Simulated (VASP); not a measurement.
A run of VASP 6.6.1:

Contents of INCAR:

```
PREC = Accurate
ENCUT = 520
EDIFF = 1E-7
ISMEAR = 0
SIGMA = 0.1
LREAL = F
LASPH = T
NELM = 100
ALGO = Normal
ISIF = 2
LWAVE = F
LCHARG = F
GGA = PE
NBANDS = 32
```

Contents of KPOINTS:

```
regular mesh
0
Gamma
  6 6 2
```

POSCAR

```
Ti2NbB3
1.0
    2.6753759162      0.0000000000      0.0000000000
    0.0000000000      2.6753759162      0.0000000000
    0.0000000000      0.0000000000      9.7089169489
Ti Nb B
2 1 3
Direct
    0.5000000000      0.5000000000      0.7392275546
    0.5000000000      0.5000000000      0.2607724454
    0.0000000000      0.0000000000      0.0000000000
    0.0000000000      0.0000000000      0.5864584230
    0.0000000000      0.0000000000      0.4135415770
    0.5000000000      0.5000000000      0.5000000000
```

Potentials or basis: VASP PAW PBE potentials, release 64 (Ti_sv, Nb_sv, B).

Launch:

```sh
$ cat potpaw_PBE.64/Ti_sv/POTCAR potpaw_PBE.64/Nb_sv/POTCAR potpaw_PBE.64/B/POTCAR > POTCAR
$ mpirun -np 1 vasp_std > vasp.out
```

Hardware: 1 thread of Intel(R) Xeon(R) 6975P-C (Granite Rapids), on a shared host.

How long does it take, and how much memory?

It took 26 s on 1 thread of Intel(R) Xeon(R) 6975P-C (Granite Rapids), with other jobs on the host, peak memory 0.19 GiB. Counts: scf iterations 18, k points 20.
